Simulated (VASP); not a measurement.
# TiSe (P6_3/mmc) in VASP: single point with r2SCAN

Aim: the single point of TiSe with r2SCAN.

All numbers are computed with VASP 6.6.1; they aren't measurements. Logs are shortened: lines on timing, memory, paths and dates and some standing lists are left out, and cuts for length are marked.

## 1. The cell of the first run

It takes space group P6_3/mmc (No. 194, hexagonal). Conventional cell: a = 3.559 Å, b = 3.559 Å, c = 6.220 Å, α = 90.00°, β = 90.00°, γ = 120.00°. Within 3.4 Å of Ti (site symmetry -3m) lie 6 Se at 2.58 Å and 2 Ti at 3.11 Å. Within 3.4 Å of Se (site symmetry -6m2) lie 6 Ti at 2.58 Å.

## 2. Single point, r2SCAN

Input file POSCAR:

```
TiSe
1.0
    3.5590000000      0.0000000000      0.0000000000
   -1.7795000000      3.0821844100      0.0000000000
    0.0000000000      0.0000000000      6.2200000000
Ti Se
2 2
Direct
    0.0000000000      0.0000000000      0.0000000000
    0.0000000000      0.0000000000      0.5000000000
    0.3333333300      0.6666666700      0.2500000000
    0.6666666700      0.3333333300      0.7500000000
```

Input file INCAR.step1:

```
PREC = Accurate
ENCUT = 520
ISMEAR = 0
SIGMA = 0.05
LREAL = False
LASPH = True
NELM = 60
NBANDS = 26
GGA = PE
ALGO = Normal
EDIFF = 1E-4
LWAVE = True
LCHARG = False
```

Input file INCAR.step2:

```
PREC = Accurate
ENCUT = 520
EDIFF = 1E-6
ISMEAR = 0
SIGMA = 0.05
LREAL = False
LASPH = True
NELM = 60
ALGO = Normal
ISIF = 2
LWAVE = False
LCHARG = False
METAGGA = R2SCAN
LMIXTAU = True
NBANDS = 26
ISTART = 1
```

Input file KPOINTS:

```
regular mesh
0
Gamma
  12 12 6
```

Potentials or basis: VASP PAW PBE potentials, release 64 (Ti_sv, Se).

The run is started by

```
> cat potpaw_PBE.64/Ti_sv/POTCAR potpaw_PBE.64/Se/POTCAR > POTCAR
> cp INCAR.step1 INCAR
> mpirun -np 1 vasp_std > vasp.out
> cp INCAR.step2 INCAR
> mpirun -np 1 vasp_std > vasp.out
```

OUTCAR:

```text
PREC = Accurate
   ENCUT = 520
   EDIFF = 1E-6
   ISMEAR = 0
   LREAL = False
   LASPH = True
   NELM = 60
   ISIF = 2
   METAGGA = R2SCAN
   ISTART = 1

 ion  position               nearest neighbor table
   1  0.000  0.000  0.000-   3 2.58   4 2.58   3 2.58   4 2.58   4 2.58   3 2.58
   2  0.000  0.000  0.500-   3 2.58   4 2.58   3 2.58   4 2.58   4 2.58   3 2.58
   3  0.333  0.667  0.250-   1 2.58   2 2.58   1 2.58   2 2.58   1 2.58   2 2.58
   4  0.667  0.333  0.750-   1 2.58   2 2.58   1 2.58   2 2.58   1 2.58   2 2.58

  LATTYP: Found a hexagonal cell.
 ALAT       =     3.5590000000
 C/A-ratio  =     1.7476819331

  Lattice vectors:

 A1 = (   3.5590000000,   0.0000000000,   0.0000000000)
 A2 = (  -1.7795000000,   3.0821844100,   0.0000000000)
 A3 = (   0.0000000000,   0.0000000000,   6.2200000000)

Analysis of symmetry for initial positions (statically):
=====================================================================
 Subroutine PRICEL returns:
 Original cell was already a primitive cell.

 Routine SETGRP: Setting up the symmetry group for a
 hexagonal supercell.

 Subroutine GETGRP returns: Found 24 space group operations
 (whereof 12 operations were pure point group operations)
 out of a pool of 24 trial point group operations.

The static configuration has the point symmetry D_3d.
 The point group associated with its full space group is D_6h.

Analysis of symmetry for dynamics (positions and initial velocities):
=====================================================================
 Subroutine PRICEL returns:
 Original cell was already a primitive cell.

 Routine SETGRP: Setting up the symmetry group for a
 hexagonal supercell.

 Subroutine GETGRP returns: Found 24 space group operations
 (whereof 12 operations were pure point group operations)
 out of a pool of 24 trial point group operations.

The dynamic configuration has the point symmetry D_3d.
 The point group associated with its full space group is D_6h.

 Subroutine INISYM returns: Found 24 space group operations
 (whereof 12 operations are pure point group operations),
 and found     1 'primitive' translations

----------------------------------------------------------------------------------------

                                     Primitive cell

  volume of cell :      68.2303

  direct lattice vectors                    reciprocal lattice vectors
     3.559000000  0.000000000  0.000000000     0.280977803  0.162222610  0.000000000
    -1.779500000  3.082184410  0.000000000     0.000000000  0.324445220  0.000000000
     0.000000000  0.000000000  6.220000000     0.000000000  0.000000000  0.160771704

  length of vectors
     3.559000000  3.558999998  6.220000000     0.324445220  0.324445220  0.160771704

  position of ions in fractional coordinates (direct lattice)
     0.000000000  0.000000000  0.000000000
     0.000000000  0.000000000  0.500000000
     0.333333330  0.666666670  0.250000000
     0.666666670  0.333333330  0.750000000

  ion indices of the primitive-cell ions
   primitive index   ion index
                 1           1
                 2           2
                 3           3
                 4           4

----------------------------------------------------------------------------------------

 KPOINTS: regular mesh

Automatic generation of k-mesh.
 Grid dimensions read from file:
 generate k-points for:   12   12    6

 Generating k-lattice:

  Cartesian coordinates                     Fractional coordinates (reciprocal lattice)
     0.023414817  0.013518551  0.000000000     0.083333333  0.000000000  0.000000000
     0.000000000  0.027037102  0.000000000     0.000000000  0.083333333  0.000000000
     0.000000000  0.000000000  0.026795284     0.000000000  0.000000000  0.166666667

  Length of vectors
     0.027037102  0.027037102  0.026795284

  Shift w.r.t. Gamma in fractional coordinates (k-lattice)
     0.000000000  0.000000000  0.000000000

 Subroutine IBZKPT returns following result:
 ===========================================

 Found     76 irreducible k-points:

 Following reciprocal coordinates:
            Coordinates               Weight
  0.000000  0.000000  0.000000      1.000000
  0.083333 -0.000000  0.000000      6.000000
  0.166667  0.000000  0.000000      6.000000
  0.250000  0.000000  0.000000      6.000000
  0.333333  0.000000  0.000000      6.000000
  0.416667 -0.000000  0.000000      6.000000
[... 16 lines left out ...]
  0.250000  0.000000  0.166667     12.000000
  0.333333  0.000000  0.166667     12.000000
 [... further k-points ...]
   k-points           NKPTS =     76   k-points in BZ     NKDIM =     76   number of bands    NBANDS=     26
   number of dos      NEDOS =    301   number of ions     NIONS =      4
   total plane-waves  NPLWV =  37632
   dimension x,y,z NGX =    28 NGY =   28 NGZ =   48
   dimension x,y,z NGXF=    56 NGYF=   56 NGZF=   96
   ions per type =               2   2
   NGX,Y,Z   is equivalent  to a cutoff of  13.08, 13.08, 12.83 a.u.
   NGXF,Y,Z  is equivalent  to a cutoff of  26.16, 26.16, 25.66 a.u.
 SYSTEM =  unknown system
   PREC   = accura    normal or accurate (medium, high low for compatibility)
   ISTART =      1    job   : 0-new  1-cont  2-samecut
   ICHARG =      0    charge: 1-file 2-atom 10-const
   ISPIN  =      1    spin polarized calculation?
   LNONCOLLINEAR =      F non collinear calculations
   LSORBIT =      F    spin-orbit coupling
   LASPH  =      T    aspherical Exc in radial PAW
   ENCUT  =  520.0 eV  38.22 Ry    6.18 a.u.   6.62  6.62 11.57*2*pi/ulx,y,z
   NELM   =     60;   NELMIN=  2; NELMDL=  0     # of ELM steps
   EDIFF  = 0.1E-05   stopping-criterion for ELM
   LREAL  =      F    real-space projection
   EDIFFG = 0.1E-04   stopping-criterion for IOM
   NSW    =      0    number of steps for IOM
   IBRION =     -1    ionic relax: 0-MD 1-quasi-New 2-CG
   NFREE  =      0    steps in history (QN), initial steepest desc. (CG)
   ISIF   =      2    stress and relaxation
   ISYM   =      2    0-nonsym 1-usesym 2-fastsym
   POTIM  = 0.5000    time-step for ionic-motion
   TEBEG  =    0.0;   TEEND  =   0.0 temperature during run
   PSTRESS=    0.0 pullay stress
   NELECT =      36.0000    total number of electrons
   NUPDOWN=      -1.0000    fix difference up-down
   EMIN   =  10.00;   EMAX   =-10.00  energy-range for DOS
   EFERMI =   0.00;   METHOD = LEGACY
   ISMEAR =     0;   SIGMA  =   0.05  broadening in eV -4-tet -1-fermi 0-gaus
   EFERMI_NEDOS =   21; number of points for ismear=-14 and -15
   IALGO  =     38    algorithm
   IMIX   =      4    mixing-type and parameters
     AMIX     =   0.40;   BMIX     =  1.00
     AMIX_MAG =   1.60;   BMIX_MAG =  1.00
  volume/ion in A,a.u.               =      17.06       115.11
  Fermi-wavevector in a.u.,A,eV,Ry     =   1.322868  2.499859 23.809937  1.749981
  Thomas-Fermi vector in A             =   2.452518
   LORBIT       =      0    0 simple, 1 ext, 2 COOP (PROOUT), +10 PAW based schemes
   METAGGA = R2SCAN    functional components
   LHFCALC =     F    Hartree Fock is set to
   AEXX    =    0.0000 exact exchange contribution
   IVDW    =     0    specifies the selected vdW correction
   LEPSILON=     F    determine dielectric tensor
   LRPA    =     F    only Hartree local field effects (RPA)
 non-spin polarized calculation
 Gauss-broadening in eV      SIGMA  =   0.05
  energy-cutoff  :      520.00
  volume of cell :       68.23
 maximum number of plane-waves:      1871
 NGX is ok and might be reduce to    28
   NGX = 13   NGY = 13   NGZ = 23

 number of electron      35.9999994 magnetization

 Free energy of the ion-electron system (eV)
  ---------------------------------------------------
  ext. energy  EPLUGINS =         0.00000000
  ---------------------------------------------------
  free energy    TOTEN  =       -59.20549555 eV

  energy without entropy =      -59.20089604  energy(sigma->0) =      -59.20319579

 E-fermi :   8.9770     XC(G=0): -11.9662

 val. band max:        8.9750007097   @ k =   0.3333   0.2500   0.1667
 cond. band min:       8.9799985784   @ k =   0.3333   0.1667   0.0000
 fundamental gap:      0.0049978687
 Fermi energy:         8.9770133066

 k-point     1 :       0.0000    0.0000    0.0000
  band No.  band energies     occupation
      1     -50.9037      2.00000
      2     -50.8824      2.00000
      3     -26.2596      2.00000
      4     -26.1696      2.00000
      5     -26.1696      2.00000
      6     -26.1444      2.00000
[... 18 lines left out ...]
     25      12.5682      0.00000
     26      12.9242      0.00000

 k-point     2 :       0.0833   -0.0000    0.0000
  band No.  band energies     occupation
      1     -50.9032      2.00000
      2     -50.8819      2.00000
      3     -26.2575      2.00000
      4     -26.1765      2.00000
      5     -26.1712      2.00000
      6     -26.1502      2.00000
[... 18 lines left out ...]
     25      12.3435      0.00000
     26      12.8802      0.00000

 k-point     3 :       0.1667    0.0000    0.0000
  band No.  band energies     occupation
      1     -50.9017      2.00000
      2     -50.8806      2.00000
      3     -26.2518      2.00000
      4     -26.1954      2.00000
      5     -26.1754      2.00000
      6     -26.1659      2.00000
[... 18 lines left out ...]
     25      11.8494      0.00000
     26      12.6298      0.00000

 k-point     4 :       0.2500    0.0000    0.0000
  band No.  band energies     occupation
      1     -50.8997      2.00000
      2     -50.8787      2.00000
      3     -26.2442      2.00000
      4     -26.2209      2.00000
      5     -26.1872      2.00000
      6     -26.1812      2.00000
[... 18 lines left out ...]
     25      11.4715      0.00000
     26      12.5953      0.00000
[... 496 lines left out ...]
      1     -50.9003      2.00000
      2     -50.8820      2.00000
      3     -26.2363      2.00000
      4     -26.1935      2.00000
      5     -26.1736      2.00000
      6     -26.1678      2.00000
[... 18 lines left out ...]
     25      11.8424      0.00000
     26      12.5212      0.00000

 k-point    23 :       0.2500    0.0000    0.1667
  band No.  band energies     occupation
      1     -50.8983      2.00000
      2     -50.8802      2.00000
      3     -26.2294      2.00000
      4     -26.2183      2.00000
      5     -26.1893      2.00000
      6     -26.1793      2.00000
[... 18 lines left out ...]
     25      11.6143      0.00000
     26      12.4775      0.00000

 k-point    24 :       0.3333    0.0000    0.1667
  band No.  band energies     occupation
      1     -50.8964      2.00000
      2     -50.8783      2.00000
      3     -26.2448      2.00000
      4     -26.2210      2.00000
      5     -26.2105      2.00000
      6     -26.1851      2.00000
[... 18 lines left out ...]
     25      12.0589      0.00000
     26      12.5839      0.00000

 [... further k-points ...]
[... 5 lines left out ...]
  --------------------------------------------------------------------------------------
  -------------------------------------------------------------------------------------
  Total        0.4746668      0.4746668      4.2670600      0.0000000     -0.0000000     -0.0000000
  in kB       11.1460871     11.1460871    100.1987579      0.0000000     -0.0000000     -0.0000000
  external PRESSURE =      40.8303107 kB  Pullay stress =       0.0000000 kB

 VOLUME and BASIS-vectors are now :
 -----------------------------------------------------------------------------
  energy-cutoff  :      520.00
  volume of cell :       68.23
      direct lattice vectors                 reciprocal lattice vectors
     3.559000000  0.000000000  0.000000000     0.280977803  0.162222610  0.000000000
    -1.779500000  3.082184410  0.000000000     0.000000000  0.324445220  0.000000000
     0.000000000  0.000000000  6.220000000     0.000000000  0.000000000  0.160771704

 POSITION                                       TOTAL-FORCE (eV/Angst)
 -----------------------------------------------------------------------------------
      0.00000      0.00000      0.00000         0.000000     -0.000000     -0.000000
      0.00000      0.00000      3.11000         0.000000     -0.000000     -0.000000
     -0.00000      2.05479      1.55500        -0.000000      0.000000     -0.000000
      1.77950      1.02739      4.66500         0.000000      0.000000      0.000000
 -----------------------------------------------------------------------------------
    total drift:                               -0.000000      0.000000      0.000000

  FREE ENERGIE OF THE ION-ELECTRON SYSTEM (eV)
  ---------------------------------------------------
  free  energy   TOTEN  =       -59.2054955452 eV

  energy  without entropy=      -59.2008960378  energy(sigma->0) =      -59.20319579
```

Run time: 8.2 min. Hardware: 1 thread of Intel Xeon 6975P-C, shared host; peak memory 0.28 GiB.

Results:

```
Free energy            : -59.2055 eV
Pressure               : 4.1 GPa
Band gap on the k mesh : zero (band 18 reaches 9.35 eV, above the bottom of band 19 at 8.49 eV)
```

Caveat: the PAW data sets were made with another functional, which shifts forces and pressure a little.
